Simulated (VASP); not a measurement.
Wanted: the native input for a VASP 6.6.1 run.

- Task: single point
- Functional: PBE
- Dispersion: D3(BJ)
- Potentials or basis: VASP PAW PBE potentials, release 64 (Tl_d, Br)
- Cutoff: 500 eV
- k mesh: 5 × 5 × 5
- Occupations: fermi-dirac, width 0.1 eV
- Spin: no spin polarisation
- Dipole correction: no
- Further INCAR settings: ALGO = Normal; EDIFF = 1e-06; NBANDS = 17

The structure of TlBr lies in POSCAR:

```
TlBr
1.0
    3.9907876398      0.0000000000      0.0000000000
    0.0000000000      3.9907876398      0.0000000000
    0.0000000000      0.0000000000      3.9907876398
Tl Br
1 1
Direct
    0.0000000000      0.0000000000      0.0000000000
    0.5000000000      0.5000000000      0.5000000000
```

The input as run:

INCAR

```
SYSTEM = TlBr
PREC = Accurate
ENCUT = 500
EDIFF = 1E-6
ISMEAR = -1
SIGMA = 0.1
LREAL = .FALSE.
LASPH = .TRUE.
NELM = 120
ALGO = Normal
ISIF = 2
LWAVE = .FALSE.
LCHARG = .TRUE.
GGA = PE
IVDW = 12
LELF = .TRUE.
LVHAR = .TRUE.
NBANDS = 17
GGA_COMPAT = .FALSE.
```

KPOINTS

```
regular mesh
0
G
  5 5 5
  0 0 0
```

Potentials or basis: VASP PAW PBE potentials, release 64 (Tl_d, Br).

Run with:

```sh
$ cat potpaw_PBE.64/Tl_d/POTCAR potpaw_PBE.64/Br/POTCAR > POTCAR
$ mpirun -np 1 vasp_std > vasp.out
```

It gave:

The pressure is -0.1 GPa. The band gap on the k mesh is 2.63 eV, indirect (least direct gap 2.65 eV). The dispersion energy per atom is -0.272 eV.

Caveat: three body term missing; spin-orbit coupling is left out, which moves the levels of the heavy elements.

It took 10 s on 1 thread of Intel(R) Xeon(R) Platinum 8488C (Sapphire Rapids), with other jobs on the host, peak memory 0.17 GiB.
